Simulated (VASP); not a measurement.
## TaSi2: single point with PBEsol

The system is TaSi2.

```
CELL_PARAMETERS angstrom
4.76136 0.00000 0.00000
-2.38068 4.12346 0.00000
0.00000 0.00000 6.55812
ATOMIC_POSITIONS crystal
Ta 0.36516 0.00000 0.93474
Ta 0.50000 0.50000 0.66667
Ta 0.00000 0.50000 0.33333
Si 0.15926 0.31852 0.00000
Si 0.84074 0.15926 0.66667
Si 0.68148 0.84074 0.33333
Si 0.84074 0.68148 0.00000
Si 0.15926 0.84074 0.66667
Si 0.31852 0.15926 0.33333
```

This cell differs from its parent crystal: atom 1 (Ta) moved by -0.642 Å along [1 0 0] and -0.428 Å along [0 0 1].

```yaml
Program: VASP 6.6.1
Task: single point
Functional: PBEsol
Potentials_or_basis: VASP PAW PBE potentials, release 64 (Ta_pv, Si)
Cutoff: 520 eV
k_mesh: 9 × 9 × 6
Occupations: gaussian, width 0.15 eV
Spin: no spin polarisation
Dipole_correction: no
Further_INCAR_settings: ALGO = Normal; EDIFF = 1e-07; NBANDS = 38
```

* Pressure: 21.1 GPa
* Largest force: 20.988 eV/Å
* Band gap on the k mesh: zero (an odd number of electrons rules out a gap without spin polarisation)

Forces on the atoms (eV/Å):
```
Ta   16.033   4.066  12.920
Ta   -1.701   0.034  -1.069
Ta   -0.801   0.626  -0.320
Si   -4.390   2.787   1.028
Si   -0.601   0.066  -0.060
Si   -0.762   0.155  -0.620
Si   -4.185  -2.770   0.643
Si   -3.970  -4.810 -11.992
Si    0.377  -0.154  -0.530
```

Stress tensor (GPa, compression positive):
```
20.56  3.71  7.11
 3.71 12.42 10.03
 7.11 10.03 30.20
```

Levels at points of the mesh, in eV from the Fermi level:
```tsv
k point	band 24	band 25	band 26	band 27	band 28	band 29	band 30	band 31	band 32	band 33
(0.00, 0.00, 0.00)	-2.48	-2.17	-2.03	-1.67	-1.48	-0.95	0.72	1.69	1.90	2.55
(0.00, 0.00, 0.50)	-2.15	-2.00	-1.78	-1.60	-1.29	0.49	0.92	1.50	2.06	2.52
```

Wall time 15 min on 1 thread of Intel(R) Xeon(R) 6975P-C (Granite Rapids) (shared host), peak memory 0.9 GiB.

Caveat: the cell differs from its parent crystal (atom 1 (Ta) moved by -0.642 Å along [1 0 0] and -0.428 Å along [0 0 1]); the cell stands under pressure; the PAW data sets were made with another functional, which shifts forces and pressure a little; spin-orbit coupling is left out, which moves the levels of the heavy elements.
